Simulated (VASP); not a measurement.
# InP (I4/mmm) in VASP: further runs

Runs on InP. Level: PBE. Tasks: single point.

Program: VASP 6.6.1. These are calculated values, not measurements. Logs are shortened: lines on timing, memory, paths and dates and some standing lists are left out, and cuts for length are marked.

### Step 1. The cell of the first run

Symmetry: I4/mmm, No. 139, tetragonal system. The conventional cell has a = 3.800 Å, b = 3.800 Å, c = 5.623 Å, α = 90.00°, β = 90.00°, γ = 90.00°. In (site symmetry 4/mmm) has 6 P at 2.69 to 2.81 Å within 3.5 Å. Within 3.5 Å of P (site symmetry 4/mmm) lie 6 In at 2.69 to 2.81 Å.

### Step 2. Single point, PBE (strain -0.030 along x and y, +0.015 along z)

The input, INCAR:

```
SYSTEM = InP
  PREC = Accurate
  ENCUT = 520
  EDIFF = 1E-7
  ISMEAR = 0
  SIGMA = 0.15
  LREAL = .FALSE.
  LASPH = .TRUE.
  NELM = 80
  ALGO = Normal
  ISIF = 2
  LWAVE = .FALSE.
  LCHARG = .TRUE.
  GGA = PE
  LELF = .TRUE.
  LVHAR = .TRUE.
  NBANDS = 16
```

The input, KPOINTS:

```
Automatic mesh
0
G
  18 18 18
  0 0 0
```

The input, POSCAR:

```
InP
1.0
    0.0000000000      2.6870556022      2.8117128208
    2.6870556022      0.0000000000      2.8117128208
    2.6870556022      2.6870556022      0.0000000000
In P
1 1
Direct
    0.0000000000      0.0000000000      0.0000000000
    0.5000000000      0.5000000000      0.5000000000
```

Potentials or basis: VASP PAW PBE potentials, release 64 (In_d, P).

Launch:

```
> cat potpaw_PBE.64/In_d/POTCAR potpaw_PBE.64/P/POTCAR > POTCAR
> mpirun -np 1 vasp_std > vasp.out
```

OUTCAR:

```text
SYSTEM = InP
   PREC = Accurate
   ENCUT = 520
   EDIFF = 1E-7
   ISMEAR = 0
   LREAL = .FALSE.
   LASPH = .TRUE.
   NELM = 80
   ISIF = 2
   GGA = PE

 ion  position               nearest neighbor table
   1  0.000  0.000  0.000-   2 2.69   2 2.69   2 2.69   2 2.69   2 2.81   2 2.81
   2  0.500  0.500  0.500-   1 2.69   1 2.69   1 2.69   1 2.69   1 2.81   1 2.81

  LATTYP: Found a body centered tetragonal cell.
 ALAT       =     3.8000704755
 C/A-ratio  =     1.4798214080

  Lattice vectors:

 A1 = (  -2.6870556022,   0.0000000000,   2.8117128208)
 A2 = (   2.6870556022,   0.0000000000,   2.8117128208)
 A3 = (   0.0000000000,   2.6870556022,  -2.8117128208)

Analysis of symmetry for initial positions (statically):
=====================================================================
 Subroutine PRICEL returns:
 Original cell was already a primitive cell.

 Routine SETGRP: Setting up the symmetry group for a
 body centered tetragonal supercell.

 Subroutine GETGRP returns: Found 16 space group operations
 (whereof 16 operations were pure point group operations)
 out of a pool of 16 trial point group operations.

The static configuration has the point symmetry D_4h.

Analysis of symmetry for dynamics (positions and initial velocities):
=====================================================================
 Subroutine PRICEL returns:
 Original cell was already a primitive cell.

 Routine SETGRP: Setting up the symmetry group for a
 body centered tetragonal supercell.

 Subroutine GETGRP returns: Found 16 space group operations
 (whereof 16 operations were pure point group operations)
 out of a pool of 16 trial point group operations.

The dynamic configuration has the point symmetry D_4h.

 Subroutine INISYM returns: Found 16 space group operations
 (whereof 16 operations are pure point group operations),
 and found     1 'primitive' translations

----------------------------------------------------------------------------------------

                                     Primitive cell

  volume of cell :      40.6026

  direct lattice vectors                    reciprocal lattice vectors
     0.000000000  2.687055602  2.811712821    -0.186077281  0.186077281  0.177827549
     2.687055602  0.000000000  2.811712821     0.186077281 -0.186077281  0.177827549
     2.687055602  2.687055602  0.000000000     0.186077281  0.186077281 -0.177827549

  length of vectors
     3.889215447  3.889215447  3.800070475     0.317603757  0.317603757  0.317603757

  position of ions in fractional coordinates (direct lattice)
     0.000000000  0.000000000  0.000000000
     0.500000000  0.500000000  0.500000000

[... 79 lines left out ...]
   NSW    =      0    number of steps for IOM
   IBRION =     -1    ionic relax: 0-MD 1-quasi-New 2-CG
   NFREE  =      0    steps in history (QN), initial steepest desc. (CG)
   ISIF   =      2    stress and relaxation
   ISYM   =      2    0-nonsym 1-usesym 2-fastsym
   POTIM  = 0.5000    time-step for ionic-motion
   TEBEG  =    0.0;   TEEND  =   0.0 temperature during run
   PSTRESS=    0.0 pullay stress
   NELECT =      18.0000    total number of electrons
   NUPDOWN=      -1.0000    fix difference up-down
   EMIN   =  10.00;   EMAX   =-10.00  energy-range for DOS
   EFERMI =   0.00;   METHOD = LEGACY
   ISMEAR =     0;   SIGMA  =   0.15  broadening in eV -4-tet -1-fermi 0-gaus
   EFERMI_NEDOS =   21; number of points for ismear=-14 and -15
   IALGO  =     38    algorithm
   IMIX   =      4    mixing-type and parameters
     AMIX     =   0.40;   BMIX     =  1.00
     AMIX_MAG =   1.60;   BMIX_MAG =  1.00
  volume/ion in A,a.u.               =      20.30       137.00
  Fermi-wavevector in a.u.,A,eV,Ry     =   1.248286  2.358919 21.200856  1.558219
  Thomas-Fermi vector in A             =   2.382380
   LORBIT       =      0    0 simple, 1 ext, 2 COOP (PROOUT), +10 PAW based schemes
   GGA     = PE    functional components
   LHFCALC =     F    Hartree Fock is set to
   AEXX    =    0.0000 exact exchange contribution
   IVDW    =     0    specifies the selected vdW correction
   LEPSILON=     F    determine dielectric tensor
   LRPA    =     F    only Hartree local field effects (RPA)
 non-spin polarized calculation
 Gauss-broadening in eV      SIGMA  =   0.15
  energy-cutoff  :      520.00
  volume of cell :       40.60
 maximum number of plane-waves:      1114
 NGX is ok and might be reduce to    30
   NGX = 15   NGY = 15   NGZ = 15

 number of electron      18.0000004 magnetization

 Free energy of the ion-electron system (eV)
  ---------------------------------------------------
  ext. energy  EPLUGINS =         0.00000000
  ---------------------------------------------------
  free energy    TOTEN  =        -7.87782469 eV

  energy without entropy =       -7.86512524  energy(sigma->0) =       -7.87147496

 E-fermi :   7.6055     XC(G=0): -10.6014

 val. band max:        7.6046150719   @ k =   0.3333   0.0000   0.0000
 cond. band min:       7.6057985635   @ k =   0.4444   0.0000   0.0000
 fundamental gap:      0.0011834916
 Fermi energy:         7.6054811454

 k-point     1 :       0.0000    0.0000    0.0000
  band No.  band energies     occupation
      1      -6.6929      2.00000
      2      -6.6887      2.00000
      3      -6.6803      2.00000
      4      -6.6505      2.00000
      5      -6.6505      2.00000
      6      -4.7537      2.00000
[... 433 lines left out ...]
      3      -6.6630      2.00000
      4      -6.6169      2.00000
      5      -6.6125      2.00000
      6      -3.9746      2.00000
[... 8 lines left out ...]
     15      16.0560      0.00000
     16      17.1506      0.00000

 [... further k-points ...]

------------------------ aborting loop because EDIFF is reached ----------------------------------------

  FORCE on cell =-STRESS in cart. coord.  units (eV):
  Direction    XX          YY          ZZ          XY          YZ          ZX
  --------------------------------------------------------------------------------------
  -------------------------------------------------------------------------------------
  Total        1.4914799      1.4914799      0.1049333      0.0000000     -0.0000000     -0.0000000
  in kB       58.8536921     58.8536921      4.1406589      0.0000000     -0.0000000     -0.0000000
  external PRESSURE =      40.6160144 kB  Pullay stress =       0.0000000 kB

 VOLUME and BASIS-vectors are now :
 -----------------------------------------------------------------------------
  energy-cutoff  :      520.00
  volume of cell :       40.60
      direct lattice vectors                 reciprocal lattice vectors
     0.000000000  2.687055602  2.811712821    -0.186077281  0.186077281  0.177827549
     2.687055602  0.000000000  2.811712821     0.186077281 -0.186077281  0.177827549
     2.687055602  2.687055602  0.000000000     0.186077281  0.186077281 -0.177827549

 POSITION                                       TOTAL-FORCE (eV/Angst)
 -----------------------------------------------------------------------------------
      0.00000      0.00000      0.00000        -0.000000      0.000000      0.000000
      2.68706      2.68706      2.81171         0.000000      0.000000     -0.000000
 -----------------------------------------------------------------------------------
    total drift:                               -0.000000      0.000000      0.000000

  FREE ENERGIE OF THE ION-ELECTRON SYSTEM (eV)
  ---------------------------------------------------
  free  energy   TOTEN  =        -7.8778246850 eV

  energy  without entropy=       -7.8651252372  energy(sigma->0) =       -7.87147496
```

stdout:

```text
POSCAR found type information on POSCAR InP
 POSCAR found :  2 types and       2 ions
 scaLAPACK will be used
 LDA part: xc-table for (Slater+PW92), standard interpolation
 POSCAR, INCAR and KPOINTS ok, starting setup
 FFT: planning ... GRIDC
 FFT: planning ... GRID_SOFT
 FFT: planning ... GRID
 WAVECAR not read
 entering main loop
```

Run time: 2.4 min. Hardware: 1 thread of Intel Xeon 6975P-C (Granite Rapids), shared host; peak memory 0.4 GiB.

What came out:

| Item | Value |
| --- | --- |
| Free energy | -7.8778 eV |
| Pressure | 4.1 GPa |
| Band gap on the k mesh | zero (band 9 reaches 8.00 eV, above the bottom of band 10 at 5.32 eV) |

Levels at points of the mesh, in eV from the Fermi level:
| k point | band 5 | band 6 | band 7 | band 8 | band 9 | band 10 | band 11 | band 12 | band 13 | band 14 |
| --- | --- | --- | --- | --- | --- | --- | --- | --- | --- | --- |
| (0.00, 0.00, 0.00) | -14.26 | -12.36 | -0.47 | -0.47 | -0.06 | 0.90 | 6.89 | 7.23 | 7.23 | 7.84 |
| (0.50, 0.00, 0.00) | -14.16 | -10.15 | -6.89 | 0.01 | 0.27 | 2.40 | 3.32 | 3.59 | 5.59 | 11.19 |
| (0.50, 0.50, 0.00) | -14.14 | -9.21 | -5.23 | -2.36 | -2.36 | -2.10 | 3.89 | 10.28 | 10.42 | 10.42 |
| (0.50, 0.00, 0.50) | -14.12 | -8.74 | -5.24 | -2.83 | -2.61 | -2.29 | 3.69 | 9.48 | 10.63 | 10.88 |

Caveat: the cell differs from its parent crystal (strain -0.030 along x and y, +0.015 along z); spin-orbit coupling is left out, which moves the levels of the heavy elements.

### Step 3. Single point, PBE (strain -0.030 along x and y, +0.030 along z)

INCAR: that of step 2 with these lines changed.

```diff
@@ -3,3 +3,3 @@
   ENCUT = 520
-  EDIFF = 1E-7
+  EDIFF = 1E-6
   ISMEAR = 0
```

KPOINTS is that of step 2.

The input, POSCAR:

```
InP
1.0
    0.0000000000      2.6870556022      2.8532652270
    2.6870556022      0.0000000000      2.8532652270
    2.6870556022      2.6870556022      0.0000000000
In P
1 1
Direct
    0.0000000000      0.0000000000      0.0000000000
    0.5000000000      0.5000000000      0.5000000000
```

Potentials or basis: VASP PAW PBE potentials, release 64 (In_d, P).

Launch:

```
> cat potpaw_PBE.64/In_d/POTCAR potpaw_PBE.64/P/POTCAR > POTCAR
> mpirun -np 1 vasp_std > vasp.out
```

Run time: 2.3 min. Hardware: 1 thread of Intel Xeon 6975P-C (Granite Rapids), shared host; peak memory 0.41 GiB.

The run converged. Its results:

| Item | Value |
| --- | --- |
| Free energy | -7.8761 eV |
| Pressure | 3.0 GPa |
| Band gap on the k mesh | zero (band 9 reaches 7.83 eV, above the bottom of band 10 at 5.25 eV) |

Stress tensor (GPa, compression positive):
```
 5.17  0.00  0.00
 0.00  5.17  0.00
 0.00  0.00 -1.42
```

Levels at points of the mesh, in eV from the Fermi level:
| k point | band 7 | band 8 | band 9 | band 10 | band 11 | band 12 |
| --- | --- | --- | --- | --- | --- | --- |
| (0.00, 0.00, 0.00) | -0.50 | -0.50 | 0.02 | 0.79 | 6.83 | 7.27 |
| (0.50, 0.00, 0.00) | -6.82 | -0.03 | 0.30 | 2.33 | 3.34 | 3.65 |
| (0.50, 0.50, 0.00) | -5.14 | -2.28 | -2.28 | -2.01 | 3.96 | 10.04 |
| (0.50, 0.00, 0.50) | -5.16 | -2.88 | -2.66 | -2.17 | 3.70 | 9.12 |

Caveat: the cell differs from its parent crystal (strain -0.030 along x and y, +0.030 along z); spin-orbit coupling is left out, which moves the levels of the heavy elements.
